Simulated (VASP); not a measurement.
Here is a VASP 6.6.1 calculation.

Contents of INCAR:

```
PREC     = Accurate       # precision mode
ENCUT    = 600            # plane-wave cutoff, eV
EDIFF    = 1E-7           # SCF threshold, eV
ISMEAR   = -1             # smearing method
SIGMA    = 0.05           # smearing width, eV
LREAL    = F              # projectors in reciprocal space
LASPH    = T              # aspherical terms in the spheres
NELM     = 100            # most SCF steps
ALGO     = Normal         # electronic algorithm
ISIF     = 3              # what is computed and relaxed
LWAVE    = F              # write WAVECAR
LCHARG   = F              # write CHGCAR
GGA      = PS             # functional
IBRION   = 2              # ionic algorithm
NSW      = 80             # ionic steps
EDIFFG   = -0.005         # ionic threshold
PSTRESS  = 200.0
```

Contents of KPOINTS:

```
Automatic mesh
0
Gamma
  12 12 7
```

File POSCAR:

```
Cu
1.0
    2.5340966698      0.0000000000      0.0000000000
   -1.2670483349      2.1945920917      0.0000000000
    0.0000000000      0.0000000000      4.1125710000
Cu
2
Direct
    0.6666666667      0.3333333333      0.7500000000
    0.3333333333      0.6666666667      0.2500000000
```

Potentials or basis: VASP PAW PBE potentials, release 64 (Cu).

Run with:

```bash
$ cat potpaw_PBE.64/Cu/POTCAR > POTCAR
$ mpirun -np 1 vasp_std > vasp.out
```

(1) Predict the space group after relaxing (to 0.1 Å).

(2) Estimate the relaxed cell.

## Answers

(1) P6_3/mmc (No. 194).

(2) a = 2.447 Å, b = 2.447 Å, c = 3.987 Å, α = 90.00°, β = 90.00°, γ = 120.00°.

Caveat: the cell is relaxed towards a set pressure, so the run minimises the enthalpy, not the energy.
